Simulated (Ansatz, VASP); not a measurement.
## One calculation of Ca, two programs

File INCAR:

```
SYSTEM = Ca
PREC = Accurate ; ENCUT = 600
EDIFF = 1E-6 ; ISMEAR = 0
SIGMA = 0.1 ; LREAL = .FALSE.
LASPH = .TRUE. ; NELM = 80
ALGO = Normal ; ISIF = 3
LWAVE = .FALSE. ; LCHARG = .FALSE.
GGA = PE ; IBRION = 2
NSW = 90 ; EDIFFG = -0.04
```

KPOINTS

```
regular mesh
0
G
  6 6 6
  0 0 0
```

The input POSCAR:

```
Ca
1.0
    2.4164811538      1.3951560447      4.4810745805
   -2.4164811538      1.3951560447      4.4810745805
    0.0000000000     -2.7903120893      4.4810745805
Ca
2
Direct
    0.2275400000      0.2275400000      0.2275400000
    0.7724600000      0.7724600000      0.7724600000
```

Input for Ansatz:

```yaml
crystal:
  lattice:
    - [2.4164811538, 1.3951560447, 4.4810745805]
    - [-2.4164811538, 1.3951560447, 4.4810745805]
    - [0.0, -2.7903120893, 4.4810745805]
  atoms:
    - { symbol: Ca, position: [0.22754, 0.22754, 0.22754] }
    - { symbol: Ca, position: [0.77246, 0.77246, 0.77246] }
basis:
  ecutwfc: 420
kpoints:
  mp_grid: { grid: [6, 6, 6] }
hamiltonian:
  xc: pbe
scf:
  occupations: { method: gaussian, width: 0.1 }
  lower_state_search: "off"
output:
  forces: true
  stress: true
  eigenvalues: true
relax:
  adjacent_minimum: "off"
  f_tol: 0.04
  max_steps: 70
  cell: { stress_tol: 0.4 }
```

Alike in both runs: task relaxation of cell and atoms; functional PBE; k mesh 6 × 6 × 6; occupations gaussian, width 0.1 eV; no spin polarisation.

```csv
,VASP,Ansatz
version,VASP 6.6.1,Ansatz 0.2.0
potentials or method,"VASP PAW PBE potentials, release 64 (Ca_sv), cutoff 600 eV","scalar-relativistic, plane waves, PAW"
valence electrons in the cell,20,20
```

```tsv
	VASP	Ansatz	Ansatz less VASP
gap on the k mesh at the Fermi level, each at its own relaxed structure (eV)	none	none	-
relaxed volume (Å³/atom)	41.90	42.05	+0.150
relaxed length of the cell vector where the two differ most in proportion (Å)	6.761	6.818	+0.0573
```

A gap of «none» marks a metal or a gap that the smearing closes.
